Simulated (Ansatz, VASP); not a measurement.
## VSi: VASP beside Ansatz

```
CELL_PARAMETERS angstrom
0.00000 2.39670 2.39670
2.39670 0.00000 2.39670
2.39670 2.39670 0.00000
ATOMIC_POSITIONS crystal
V 0.00000 0.00000 0.00000
Si 0.50000 0.50000 0.50000
```

Alike in both runs: functional LDA; k mesh 14 × 14 × 14; occupations fermi-dirac, width 0.1 eV; no spin polarisation.

Ansatz relaxed the structure, and its values are those at the end. VASP's run is a single point on that final structure, the one shown.

|  | VASP | Ansatz |
| --- | --- | --- |
| version | VASP 6.6.1 | Ansatz 0.2.0 |
| potentials or method | VASP PAW LDA potentials, release 64 (V_sv, Si) | PAW with Ansatz's default frozen-core files, scalar-relativistic |
| plane-wave cutoff (eV) | 500 | 420 |
| valence electrons in the cell | 17 | 17 |

VASP gave:

| Property | Result |
| --- | --- |
| pressure (GPa) | 0.2 |

Q: Which values does Ansatz return?

A: Pressure (GPa): 0.0.

LDA's correlation is that of Perdew and Zunger in VASP and of Perdew and Wang (1992) in Ansatz.
